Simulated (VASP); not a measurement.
# Co in VASP: single point with PBEsol

Aim: the single point of Co with PBEsol.

All numbers are computed with VASP 6.6.1; they aren't measurements. Logs are shortened: lines on timing, memory, paths and dates and some standing lists are left out, and cuts for length are marked.

### 1 The cell of the first run

The cell holds a slab with vacuum, 4 atoms: a = 2.456 Å, b = 2.456 Å, c = 22.954 Å, α = 90.00°, β = 90.00°, γ = 120.00°.

### 2 Single point, PBEsol, collinear spin, ferromagnetic start

Contents of INCAR:

```
  PREC = Accurate
  ENCUT = 520
  EDIFF = 1E-7
  ISMEAR = 0
  SIGMA = 0.1
  LREAL = F
  LASPH = T
  NELM = 150
  ALGO = Normal
  ISIF = 2
  LWAVE = F
  LCHARG = F
  ISPIN = 2
  MAGMOM = 1.8 1.8 1.8 1.8
  LORBIT = 11
  LMAXMIX = 4
  LDIPOL = T
  IDIPOL = 3
  DIPOL = 0.5 0.5 0.500
  GGA = PS
  NBANDS = 30
```

Contents of KPOINTS:

```
Automatic mesh
0
Gamma
  12 12 1
```

Contents of POSCAR:

```
Co
1.0
    2.4564222732      0.0000000000      0.0000000000
   -1.2282111366      2.1273240910      0.0000000000
    0.0000000000      0.0000000000     22.9541203316
Co
4
Direct
    0.6666666667      0.3333333333      0.3703038878
    0.3333333333      0.6666666667      0.4567679626
    0.6666666667      0.3333333333      0.5452795665
    0.3333333333      0.6666666667      0.6289649763
```

Potentials or basis: VASP PAW PBE potentials, release 64 (Co).

On the command line:

```
$ cat potpaw_PBE.64/Co/POTCAR > POTCAR
$ mpirun -np 1 vasp_std > vasp.out
```

OUTCAR:

```text
PREC = Accurate
   ENCUT = 520
   EDIFF = 1E-7
   ISMEAR = 0
   LREAL = F
   LASPH = T
   NELM = 150
   ISIF = 2
   ISPIN = 2
   LORBIT = 11
   GGA = PS

 ion  position               nearest neighbor table
   1  0.667  0.333  0.370-   2 2.44   2 2.44   2 2.44
   2  0.333  0.667  0.457-   1 2.44   1 2.44   1 2.44   3 2.48   3 2.48   3 2.48
   3  0.667  0.333  0.545-   4 2.39   4 2.39   4 2.39   2 2.48   2 2.48   2 2.48
   4  0.333  0.667  0.629-   3 2.39   3 2.39   3 2.39

  LATTYP: Found a hexagonal cell.
 ALAT       =     2.4564222732
 C/A-ratio  =     9.3445335446

  Lattice vectors:

 A1 = (   2.4564222732,   0.0000000000,   0.0000000000)
 A2 = (  -1.2282111366,   2.1273240910,   0.0000000000)
 A3 = (   0.0000000000,   0.0000000000,  22.9541203316)

Analysis of symmetry for initial positions (statically):
=====================================================================
 Subroutine PRICEL returns:
 Original cell was already a primitive cell.

 Routine SETGRP: Setting up the symmetry group for a
 hexagonal supercell.

 Subroutine GETGRP returns: Found  6 space group operations
 (whereof  6 operations were pure point group operations)
 out of a pool of 24 trial point group operations.

The static configuration has the point symmetry C_3v.

Analysis of symmetry for dynamics (positions and initial velocities):
=====================================================================
 Subroutine PRICEL returns:
 Original cell was already a primitive cell.

 Routine SETGRP: Setting up the symmetry group for a
 hexagonal supercell.

 Subroutine GETGRP returns: Found  6 space group operations
 (whereof  6 operations were pure point group operations)
 out of a pool of 24 trial point group operations.

The dynamic configuration has the point symmetry C_3v.

Analysis of structural, dynamic, and magnetic symmetry:
=====================================================================
 Subroutine PRICEL returns:
 Original cell was already a primitive cell.

 Routine SETGRP: Setting up the symmetry group for a
 hexagonal supercell.

 Subroutine GETGRP returns: Found  6 space group operations
 (whereof  6 operations were pure point group operations)
 out of a pool of 24 trial point group operations.

The overall configuration has the point symmetry C_3v.

 Subroutine INISYM returns: Found  6 space group operations
[... 125 lines left out ...]
   LRPA    =     F    only Hartree local field effects (RPA)
 spin polarized calculation
 Gauss-broadening in eV      SIGMA  =   0.10
  energy-cutoff  :      520.00
  volume of cell :      119.95
 maximum number of plane-waves:      3276
   NGX =  9   NGY =  9   NGZ = 85

 dipolmoment           0.000000      0.000000      0.000007 electrons x Angstroem

 number of electron      35.9999965 magnetization       6.6653989

 dipolmoment           0.000000      0.000000     -0.001501 electrons x Angstroem

 Free energy of the ion-electron system (eV)
  ---------------------------------------------------
  ext. energy  EPLUGINS =         0.00000000
  ---------------------------------------------------
  free energy    TOTEN  =       -29.29183195 eV

  energy without entropy =      -29.27362151  energy(sigma->0) =      -29.28272673

 E-fermi :   0.4759     XC(G=0):  -5.6482

 val. band max:        0.4425580432   @ k =   0.1667   0.0833   0.0000
 cond. band min:       0.4852238555   @ k =   0.1667  -0.0000   0.0000
 fundamental gap:      0.0426658123
 Fermi energy:         0.4758942762

 spin component 1

 k-point     1 :       0.0000    0.0000    0.0000
  band No.  band energies     occupation
      1      -8.3416      1.00000
      2      -7.0094      1.00000
      3      -5.4337      1.00000
      4      -4.9563      1.00000
      5      -2.4745      1.00000
      6      -2.4093      1.00000
[... 616 lines left out ...]
     29       9.9626      0.00000
     30      11.0332      0.00000
 Fermi energy:         0.4758942762

 spin component 2

 k-point     1 :       0.0000    0.0000    0.0000
  band No.  band energies     occupation
      1      -8.2553      1.00000
      2      -6.8987      1.00000
      3      -5.0676      1.00000
      4      -4.1210      1.00000
      5      -1.1407      1.00000
      6      -0.8835      1.00000
[... 616 lines left out ...]
     29      10.5871      0.00000
     30      11.4963      0.00000

------------------------ aborting loop because EDIFF is reached ----------------------------------------

 vacuum level on the upper side and lower side of the slab       (xc-potential included)        -0.085        -0.036

  FORCE on cell =-STRESS in cart. coord.  units (eV):
  Direction    XX          YY          ZZ          XY          YZ          ZX
  --------------------------------------------------------------------------------------
  -------------------------------------------------------------------------------------
  Total       -1.9649633     -1.9649633     -1.0311230      0.0000000      0.0000000      0.0000000
  in kB      -26.2462752    -26.2462752    -13.7728464      0.0000000      0.0000000      0.0000000
  external PRESSURE =     -22.0884656 kB  Pullay stress =       0.0000000 kB

 VOLUME and BASIS-vectors are now :
 -----------------------------------------------------------------------------
  energy-cutoff  :      520.00
  volume of cell :      119.95
      direct lattice vectors                 reciprocal lattice vectors
     2.456422273  0.000000000  0.000000000     0.407096130  0.235037060  0.000000000
    -1.228211137  2.127324091  0.000000000     0.000000000  0.470074120  0.000000000
     0.000000000  0.000000000 22.954120332     0.000000000  0.000000000  0.043565163

 POSITION                                       TOTAL-FORCE (eV/Angst)
 -----------------------------------------------------------------------------------
      1.22821      0.70911      8.50000        -0.000000     -0.000000      0.453577
     -0.00000      1.41822     10.48471        -0.000000      0.000000     -0.422072
      1.22821      0.70911     12.51641         0.000000     -0.000000      0.001193
     -0.00000      1.41822     14.43734         0.000000     -0.000000     -0.032698
 -----------------------------------------------------------------------------------
    total drift:                               -0.000000     -0.000000     -0.000738

  FREE ENERGIE OF THE ION-ELECTRON SYSTEM (eV)
  ---------------------------------------------------
  free  energy   TOTEN  =       -29.2918319526 eV

  energy  without entropy=      -29.2736215149  energy(sigma->0) =      -29.28272673

 vacuum level on the upper side and lower side of the slab         5.436         5.484

 total charge

# of ion       s       p       d       tot
------------------------------------------
    1        0.494   0.433   7.245   8.172
    2        0.502   0.552   7.281   8.335
    3        0.509   0.568   7.293   8.371
    4        0.502   0.448   7.261   8.211
--------------------------------------------------
tot          2.008   2.002  29.080  33.090

 magnetization (x)

# of ion       s       p       d       tot
------------------------------------------
    1       -0.012  -0.042   1.760   1.706
    2       -0.014  -0.049   1.716   1.653
    3       -0.014  -0.049   1.705   1.642
    4       -0.012  -0.041   1.742   1.689
--------------------------------------------------
tot         -0.051  -0.181   6.922   6.691
```

OSZICAR:

```text
N       E                     dE             d eps       ncg     rms          rms(c)
DAV:   1     0.257096761544E+03    0.25710E+03   -0.15531E+04  2280   0.123E+03
DAV:   2    -0.179150617526E+02   -0.27501E+03   -0.25537E+03  2280   0.278E+02
DAV:   3    -0.338645681571E+02   -0.15950E+02   -0.15365E+02  2538   0.992E+01
[... 38 lines left out ...]
DAV:  42    -0.292918308301E+02   -0.19016E-06   -0.44389E-09  1744   0.741E-04    0.195E-04
DAV:  43    -0.292918310148E+02   -0.18469E-06   -0.25834E-09  1632   0.470E-04    0.173E-04
DAV:  44    -0.292918315113E+02   -0.49652E-06   -0.24803E-09  1686   0.354E-04    0.125E-04
DAV:  45    -0.292918318830E+02   -0.37170E-06   -0.29308E-09  1660   0.300E-04    0.162E-04
DAV:  46    -0.292918319526E+02   -0.69557E-07   -0.55989E-10  1568   0.205E-04
   1 F= -.29291832E+02 E0= -.29282727E+02  d E =-.182104E-01  mag=     6.6654
```

It took 10 min on 1 thread of Intel Xeon 8259CL, shared host; peak memory 0.33 GiB.

What came out:

| Quantity | Value |
| --- | --- |
| Free energy | -29.2918 eV |
| Largest force | 0.454 eV/Å |
| Net moment | 6.67 μB per cell |
| Site moments | Co +1.71, +1.65, +1.64, +1.69 μB |
| Valence electrons inside the program's atomic spheres | Co 8.17, 8.34, 8.37, 8.21 |

Forces on the atoms (eV/Å):
```
Co   0.000  0.000  0.454
Co   0.000  0.000 -0.422
Co   0.000  0.000  0.001
Co   0.000  0.000 -0.033
```

Caveat: the PAW data sets were made with another functional, which shifts forces and pressure a little.
